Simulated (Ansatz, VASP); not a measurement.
# One calculation of Ga, two programs

File POSCAR:

```
Ga
1.0
    0.0000000000      2.8093461460      2.8093461460
    2.8093461460      0.0000000000      2.8093461460
    2.8093461460      2.8093461460      0.0000000000
Ga
2
Direct
    0.1250000000      0.1250000000      0.1250000000
    0.8750000000      0.8750000000      0.8750000000
```

INCAR.step1

```
SYSTEM = Ga
PREC     = Accurate       ! precision mode
ENCUT    = 520            ! plane-wave cutoff, eV
ISMEAR   = -1             ! smearing method
SIGMA    = 0.1            ! smearing width, eV
LREAL    = .FALSE.        ! projectors in reciprocal space
LASPH    = .TRUE.         ! aspherical terms in the spheres
NELM     = 60             ! most SCF steps
NBANDS   = 20             ! bands
GGA      = PE             ! functional
ALGO     = Normal         ! electronic algorithm
EDIFF    = 1E-4           ! SCF threshold, eV
LWAVE    = .TRUE.         ! write WAVECAR
LCHARG   = .FALSE.        ! write CHGCAR
```

INCAR.step2

```
SYSTEM = Ga
PREC     = Accurate       ! precision mode
ENCUT    = 520            ! plane-wave cutoff, eV
EDIFF    = 1E-6           ! SCF threshold, eV
ISMEAR   = -1             ! smearing method
SIGMA    = 0.1            ! smearing width, eV
LREAL    = .FALSE.        ! projectors in reciprocal space
LASPH    = .TRUE.         ! aspherical terms in the spheres
NELM     = 60             ! most SCF steps
ALGO     = Normal         ! electronic algorithm
ISIF     = 2              ! what is computed and relaxed
LWAVE    = .FALSE.        ! write WAVECAR
LCHARG   = .FALSE.        ! write CHGCAR
METAGGA  = R2SCAN         ! meta-GGA
LMIXTAU  = .TRUE.       
NBANDS   = 20             ! bands
ISTART   = 1
```

File KPOINTS:

```
Automatic mesh
0
G
  11 11 11
  0 0 0
```

Input for Ansatz:

```yaml
crystal:
  lattice:
    - [0.0, 2.809346146, 2.809346146]
    - [2.809346146, 0.0, 2.809346146]
    - [2.809346146, 2.809346146, 0.0]
  atoms:
    - { symbol: Ga, position: [0.125, 0.125, 0.125] }
    - { symbol: Ga, position: [0.875, 0.875, 0.875] }
hamiltonian:
  xc: r2scan
  pseudopotentials:
    kind: paw
    azcp:
      Ga: "pseudopotentials/Ga.paw.azcp"
basis:
  ecutwfc: 500
  fft_grid_basis: typed
kpoints:
  mp_grid: { grid: [11, 11, 11], shift: [0, 0, 0] }
magnetization:
  spin_polarized: false
scf:
  occupations: { method: fermi_dirac, width: 0.1 }
  lower_state_search: "off"
output:
  stress: true
```

Alike in both runs: task single point; functional r2SCAN; k mesh 11 × 11 × 11; occupations fermi-dirac, width 0.1 eV; no spin polarisation.

|  | VASP | Ansatz |
| --- | --- | --- |
| version | VASP 6.6.1 | Ansatz 0.2.0 |
| potentials or method | VASP PAW PBE potentials, release 64 (Ga_d), cutoff 520 eV | plane waves (500 eV) with PAW, scalar-relativistic |
| valence electrons in the cell | 26 | 26 |

```tsv
	VASP	Ansatz	Ansatz less VASP
pressure (GPa)	4.6	4.5	-0.04
```

VASP's potentials were made for PBE, not for r2SCAN.
